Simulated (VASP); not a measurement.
Runs of VASP 6.6.1 on NaH. The structure is hexagonal, space group P6_3/mmc (No. 194). Conventional cell: a = 3.953 Å, b = 3.953 Å, c = 4.828 Å, α = 90.00°, β = 90.00°, γ = 120.00°. Na (site symmetry -6m2) has 5 H at 2.28 to 2.41 Å within 3.0 Å. H (site symmetry -6m2) has 5 Na at 2.28 to 2.41 Å within 3.0 Å. 

```csv
level,k mesh,cutoff (eV),smearing,grid for exact exchange (PRECFOCK),share of exact exchange,screening parameter,gap on the mesh (eV),pressure (GPa)
PBE,6 × 6 × 4,500,methfessel-paxton 0.2 eV,-,-,-,3.33,0.3
PBE-based screened hybrid,6 × 6 × 2,520,gaussian 0.01 eV,Normal,0.2,0.5 1/Å,3.67,0.2
PBE,6 × 6 × 4,500,tetrahedron,-,-,-,3.33,0.3
PBE,6 × 6 × 4,500,fermi-dirac 0.001 eV,-,-,-,3.33,0.3
PBE,6 × 6 × 4,500,methfessel-paxton 0.05 eV,-,-,-,3.33,0.3
PBE,6 × 6 × 4,500,methfessel-paxton 0.001 eV,-,-,-,3.33,0.3
HSE06,6 × 6 × 2,520,gaussian 0.01 eV,Normal,-,0.2079 1/Å,(b),0.1
PBE,"6 × 6 × 4, shifted",500,gaussian 0.01 eV,-,-,-,3.70,0.3
PBE,6 × 6 × 4,520,gaussian 0.01 eV,-,-,-,3.33,0.3
PBE-based screened hybrid,6 × 6 × 2,520,gaussian 0.01 eV,Normal,0.05,0.2078 1/Å,3.51,(a)
PBE,6 × 6 × 4,500,gaussian 0.2 eV,-,-,-,3.33,0.3
```

Alike in all rows: task single point; potentials or basis VASP PAW PBE potentials, release 64 (Na_pv, H); no spin polarisation; cell as given.

**Question.** Fill in the values left out.

**Answer.** (a) 0.4; (b) 4.26.

Caveats: some runs use coarse meshes; the PAW data sets were made with another functional, which shifts forces and pressure a little (some runs).

A k mesh can miss the band edges.
